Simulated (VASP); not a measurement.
# AgCl (I4/mmm) in VASP: a series of runs, part 2 of 2

VASP 6.6.1. The steps go on from the part before.

## Step 3: Single point, PBE (strain +0.080 along x and y, -0.080 along z)

The input, INCAR:

```
SYSTEM = AgCl
ALGO = Normal
EDIFF = 1E-7
ENCUT = 520
GGA = PE
ISIF = 2
ISMEAR = 0
LASPH = .True.
LCHARG = .False.
LREAL = .False.
LWAVE = .False.
NBANDS = 16
NELM = 100
PREC = Accurate
SIGMA = 0.05
```

The input, KPOINTS:

```
k-points
0
Gamma
  8 8 8
  0 0 0
```

The input, POSCAR:

```
AgCl
1.0
    0.0000000000      3.0305046789      2.5815410227
    3.0305046789      0.0000000000      2.5815410227
    3.0305046789      3.0305046789      0.0000000000
Ag Cl
1 1
Direct
    0.5000000000      0.5000000000      0.5000000000
    0.0000000000      0.0000000000      0.0000000000
```

Potentials or basis: VASP PAW PBE potentials, release 64 (Ag, Cl).

Run with:

```console
> cat potpaw_PBE.64/Ag/POTCAR potpaw_PBE.64/Cl/POTCAR > POTCAR
> mpirun -np 1 vasp_std > vasp.out
```

OUTCAR:

```text
SYSTEM = AgCl
   EDIFF = 1E-7
   ENCUT = 520
   GGA = PE
   ISIF = 2
   ISMEAR = 0
   LASPH = .True.
   LREAL = .False.
   NELM = 100
   PREC = Accurate

 ion  position               nearest neighbor table
   1  0.500  0.500  0.500-   2 2.58   2 2.58   2 3.03   2 3.03   2 3.03   2 3.03
   2  0.000  0.000  0.000-   1 2.58   1 2.58   1 3.03   1 3.03   1 3.03   1 3.03

  LATTYP: Found a body centered tetragonal cell.
 ALAT       =     4.2857808177
 C/A-ratio  =     1.2047004420

  Lattice vectors:

 A1 = (   0.0000000000,  -3.0305046789,  -2.5815410227)
 A2 = (   0.0000000000,   3.0305046789,  -2.5815410227)
 A3 = (   3.0305046789,   0.0000000000,   2.5815410227)

Analysis of symmetry for initial positions (statically):
=====================================================================
 Subroutine PRICEL returns:
 Original cell was already a primitive cell.

 Routine SETGRP: Setting up the symmetry group for a
 body centered tetragonal supercell.

 Subroutine GETGRP returns: Found 16 space group operations
 (whereof 16 operations were pure point group operations)
 out of a pool of 16 trial point group operations.

The static configuration has the point symmetry D_4h.

Analysis of symmetry for dynamics (positions and initial velocities):
=====================================================================
 Subroutine PRICEL returns:
 Original cell was already a primitive cell.

 Routine SETGRP: Setting up the symmetry group for a
 body centered tetragonal supercell.

 Subroutine GETGRP returns: Found 16 space group operations
 (whereof 16 operations were pure point group operations)
 out of a pool of 16 trial point group operations.

The dynamic configuration has the point symmetry D_4h.

 Subroutine INISYM returns: Found 16 space group operations
 (whereof 16 operations are pure point group operations),
 and found     1 'primitive' translations

[... 105 lines left out ...]
   NELECT =      18.0000    total number of electrons
   NUPDOWN=      -1.0000    fix difference up-down
   EMIN   =  10.00;   EMAX   =-10.00  energy-range for DOS
   EFERMI =   0.00;   METHOD = LEGACY
   ISMEAR =     0;   SIGMA  =   0.05  broadening in eV -4-tet -1-fermi 0-gaus
   EFERMI_NEDOS =   21; number of points for ismear=-14 and -15
   IALGO  =     38    algorithm
   IMIX   =      4    mixing-type and parameters
     AMIX     =   0.40;   BMIX     =  1.00
     AMIX_MAG =   1.60;   BMIX_MAG =  1.00
  volume/ion in A,a.u.               =      23.71       159.99
  Fermi-wavevector in a.u.,A,eV,Ry     =   1.185367  2.240018 19.117464  1.405094
  Thomas-Fermi vector in A             =   2.321562
   LORBIT       =      0    0 simple, 1 ext, 2 COOP (PROOUT), +10 PAW based schemes
   GGA     = PE    functional components
   LHFCALC =     F    Hartree Fock is set to
   AEXX    =    0.0000 exact exchange contribution
   IVDW    =     0    specifies the selected vdW correction
   LEPSILON=     F    determine dielectric tensor
   LRPA    =     F    only Hartree local field effects (RPA)
 non-spin polarized calculation
 Gauss-broadening in eV      SIGMA  =   0.05
  energy-cutoff  :      520.00
  volume of cell :       47.42
 maximum number of plane-waves:      1297
 NGX is ok and might be reduce to    30
   NGX = 15   NGY = 15   NGZ = 15

 number of electron      17.9999998 magnetization

 Free energy of the ion-electron system (eV)
  ---------------------------------------------------
  ext. energy  EPLUGINS =         0.00000000
  ---------------------------------------------------
  free energy    TOTEN  =        -5.36495914 eV

  energy without entropy =       -5.36495914  energy(sigma->0) =       -5.36495914

 E-fermi :   3.1977     XC(G=0):  -9.3817

 val. band max:        2.8994700261   @ k =   0.5000  -0.0000   0.0000
 cond. band min:       3.6856885017   @ k =   0.0000   0.0000   0.0000
 fundamental gap:      0.7862184756
 Fermi energy:         3.1977219717

 k-point     1 :       0.0000    0.0000    0.0000
  band No.  band energies     occupation
      1     -12.0544      2.00000
      2       0.1593      2.00000
      3       0.3112      2.00000
      4       0.3112      2.00000
      5       0.3897      2.00000
      6       0.4608      2.00000
[... 433 lines left out ...]
      3      -0.9980      2.00000
      4      -0.5978      2.00000
      5       0.5755      2.00000
      6       0.6730      2.00000
[... 8 lines left out ...]
     15      15.6403      0.00000
     16      16.7216      0.00000

 [... further k-points ...]
[... 5 lines left out ...]
  --------------------------------------------------------------------------------------
  -------------------------------------------------------------------------------------
  Total       -0.3825717     -0.3825717      0.0060685      0.0000000      0.0000000      0.0000000
  in kB      -12.9266047    -12.9266047      0.2050452      0.0000000      0.0000000      0.0000000
  external PRESSURE =      -8.5493881 kB  Pullay stress =       0.0000000 kB

 VOLUME and BASIS-vectors are now :
 -----------------------------------------------------------------------------
  energy-cutoff  :      520.00
  volume of cell :       47.42
      direct lattice vectors                 reciprocal lattice vectors
     0.000000000  3.030504679  2.581541023    -0.164989021  0.164989021  0.193682764
     3.030504679  0.000000000  2.581541023     0.164989021 -0.164989021  0.193682764
     3.030504679  3.030504679  0.000000000     0.164989021  0.164989021 -0.193682764

 POSITION                                       TOTAL-FORCE (eV/Angst)
 -----------------------------------------------------------------------------------
      3.03050      3.03050      2.58154        -0.000000      0.000000      0.000000
      0.00000      0.00000      0.00000         0.000000     -0.000000     -0.000000
 -----------------------------------------------------------------------------------
    total drift:                                0.000000      0.000000      0.000000

  FREE ENERGIE OF THE ION-ELECTRON SYSTEM (eV)
  ---------------------------------------------------
  free  energy   TOTEN  =        -5.3649591350 eV

  energy  without entropy=       -5.3649591350  energy(sigma->0) =       -5.36495914
```

OSZICAR:

```text
N       E                     dE             d eps       ncg     rms          rms(c)
DAV:   1     0.908660887199E+02    0.90866E+02   -0.84988E+03  1888   0.100E+03
DAV:   2    -0.246296919939E+01   -0.93329E+02   -0.85211E+02  2320   0.209E+02
DAV:   3    -0.556915555207E+01   -0.31062E+01   -0.30977E+01  2368   0.395E+01
DAV:   4    -0.558554766081E+01   -0.16392E-01   -0.16390E-01  2480   0.327E+00
DAV:   5    -0.558574557504E+01   -0.19791E-03   -0.19791E-03  2336   0.358E-01    0.527E+00
DAV:   6    -0.537063107952E+01    0.21511E+00   -0.30580E-01  2488   0.704E+00    0.355E+00
DAV:   7    -0.536549352329E+01    0.51376E-02   -0.10769E-01  2272   0.222E+00    0.194E+00
DAV:   8    -0.536475894102E+01    0.73458E-03   -0.58518E-03  2304   0.775E-01    0.306E-01
DAV:   9    -0.536485764236E+01   -0.98701E-04   -0.59036E-04  2496   0.323E-01    0.486E-02
DAV:  10    -0.536495059386E+01   -0.92952E-04   -0.14542E-04  2296   0.105E-01    0.374E-02
DAV:  11    -0.536495905662E+01   -0.84628E-05   -0.86910E-06  2448   0.204E-02    0.336E-03
DAV:  12    -0.536495913504E+01   -0.78420E-07   -0.40413E-07  2344   0.482E-03
   1 F= -.53649591E+01 E0= -.53649591E+01  d E =-.776701E-19
```

It took 27 s on 1 thread of Intel Xeon 6975P-C, shared host; peak memory 0.2 GiB.

What came out:

- Free energy: -5.3650 eV
- Pressure: -0.9 GPa
- Band gap on the k mesh: 0.79 eV, indirect (least direct gap 2.93 eV)

Caveat: the cell differs from its parent crystal (strain +0.080 along x and y, -0.080 along z).

## Step 4: Single point, PBE (strain +0.080 along x and y, -0.040 along z)

The input, INCAR:

```
ALGO = Normal
EDIFF = 1E-6
ENCUT = 520
GGA = PE
ISIF = 2
ISMEAR = 0
LASPH = T
LCHARG = T
LELF = T
LREAL = F
LVHAR = T
LWAVE = F
NBANDS = 16
NELM = 60
PREC = Accurate
SIGMA = 0.05
```

The input, KPOINTS:

```
k-points
0
Gamma
  8 8 8
```

The input, POSCAR:

```
AgCl
1.0
    0.0000000000      3.0305046789      2.6937819368
    3.0305046789      0.0000000000      2.6937819368
    3.0305046789      3.0305046789      0.0000000000
Ag Cl
1 1
Direct
    0.5000000000      0.5000000000      0.5000000000
    0.0000000000      0.0000000000      0.0000000000
```

Run with:

```console
> cat potpaw_PBE.64/Ag/POTCAR potpaw_PBE.64/Cl/POTCAR > POTCAR
> mpirun -np 1 vasp_std > vasp.out
```

Run time: 24 s. Hardware: 1 thread of Intel Xeon 6975P-C, shared host; peak memory 0.2 GiB.

The run converged. Its results:

```
Free energy            : -5.3431 eV
Pressure               : -2.9 GPa
Band gap on the k mesh : 0.81 eV, indirect (least direct gap 2.72 eV)
```

Stress tensor (GPa, compression positive):
```
-2.69  0.00  0.00
 0.00 -2.69  0.00
 0.00  0.00 -3.19
```

Levels at points of the mesh, in eV from the valence-band top:
```csv
k point,band 6,band 7,band 8,band 9,band 10,band 11,band 12,band 13
"(0.00, 0.00, 0.00)",-2.20,-2.11,-1.92,-1.92,0.81,10.61,10.61,10.97
"(0.50, 0.00, 0.00)",-1.95,-1.66,-0.52,0.00,4.34,5.72,7.14,8.27
"(0.50, 0.50, 0.00)",-1.99,-1.92,-1.92,-1.86,2.40,7.58,8.72,10.00
"(0.50, 0.00, 0.50)",-2.11,-1.93,-1.89,-1.87,2.38,7.56,8.27,10.12
```

Caveat: the cell differs from its parent crystal (strain +0.080 along x and y, -0.040 along z).

## Step 5: Overview

| cell | gap on the mesh (eV) | pressure (GPa) |
| --- | --- | --- |
| a = 4.048, b = 4.048, c = 4.127 Å, angles 59.4, 59.4, 61.3°, 2 atoms | 0.87 | -2.7 |
| a = 3.981, b = 3.981, c = 4.286 Å, angles 57.4, 57.4, 65.1°, 2 atoms | 0.79 | -0.9 |
| a = 4.055, b = 4.055, c = 4.286 Å, angles 58.1, 58.1, 63.8°, 2 atoms | 0.81 | -2.9 |

Alike in all rows: task single point; level PBE; potentials or basis VASP PAW PBE potentials, release 64 (Ag, Cl); no spin polarisation; k mesh 8 × 8 × 8; cutoff (eV) 520; smearing gaussian 0.05 eV.

Total energies depend on the potentials used, so only differences within one code and one set of settings carry meaning.
